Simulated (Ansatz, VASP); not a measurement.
This is a calculation of Cu for VASP 6.6.1.

File INCAR:

```
SYSTEM = Cu
PREC = Accurate
ENCUT = 520
EDIFF = 1E-6
ISMEAR = -1
SIGMA = 0.05
LREAL = .FALSE.
LASPH = .TRUE.
NELM = 100
ALGO = Fast
ISIF = 2
LWAVE = .FALSE.
LCHARG = .FALSE.
GGA = PS
NBANDS = 30
```

Contents of KPOINTS:

```
Automatic mesh
0
G
  12 12 4
  0 0 0
```

POSCAR

```
Cu
1.0
    2.5803994521      0.0000000000      0.0000000000
   -1.2901997261      2.2346914775      0.0000000000
    0.0000000000      0.0000000000      8.4238525920
Cu
4
Direct
    0.6666666667      0.3333333333      0.7500000000
    0.0000000000      0.0000000000      0.5000000000
    0.3333333333      0.6666666667      0.2500000000
    0.0000000000      0.0000000000      0.0000000000
```

Potentials or basis: VASP PAW PBE potentials, release 64 (Cu).

Command:

```sh
$ cat potpaw_PBE.64/Cu/POTCAR > POTCAR
$ mpirun -np 1 vasp_std > vasp.out
```

Question: Set up the same calculation for Ansatz 0.2.0. Potentials there: all-electron LAPW, scalar-relativistic.

Answer: As run (the cutoff follows the program's own potentials):

The input input.yaml:

```yaml
crystal:
  lattice:
    - [2.5803994521, 0.0, 0.0]
    - [-1.2901997261, 2.2346914775, 0.0]
    - [0.0, 0.0, 8.423852592]
  atoms:
    - { symbol: Cu, position: [0.6666666667, 0.3333333333, 0.75] }
    - { symbol: Cu, position: [0.0, 0.0, 0.5] }
    - { symbol: Cu, position: [0.3333333333, 0.6666666667, 0.25] }
    - { symbol: Cu, position: [0.0, 0.0, 0.0] }
kpoints:
  mp_grid: { grid: [12, 12, 4] }
scf:
  occupations: { method: fermi_dirac, width: 0.05 }
hamiltonian:
  xc: pbesol
  pseudopotentials: { kind: all_electron, lapw: { basis_error: 0.001 } }
output:
  forces: true
  stress: true
  eigenvalues: true
```

Potentials or basis: all-electron LAPW, scalar-relativistic.

Command:

```bash
$ ansatz run input.yaml --threads 2 --pin off --max-ram 8192MiB --backend cpu --events-out ev --progress --plain --runs-dir out
```

Both were run:

|  | VASP | Ansatz | Ansatz less VASP |
| --- | --- | --- | --- |
| gap on the k mesh at the Fermi level (eV) | none | none | - |
| pressure (GPa) | -9.2 | -9.8 | -0.64 |
| traceless stress, the component that is largest in VASP (GPa) | -0.39 | -0.34 | +0.051 |

VASP's potentials were made for PBE, not for PBEsol. A gap of «none» marks a metal or a gap that the smearing closes. Ansatz ran all-electron here, and VASP with PAW potentials.
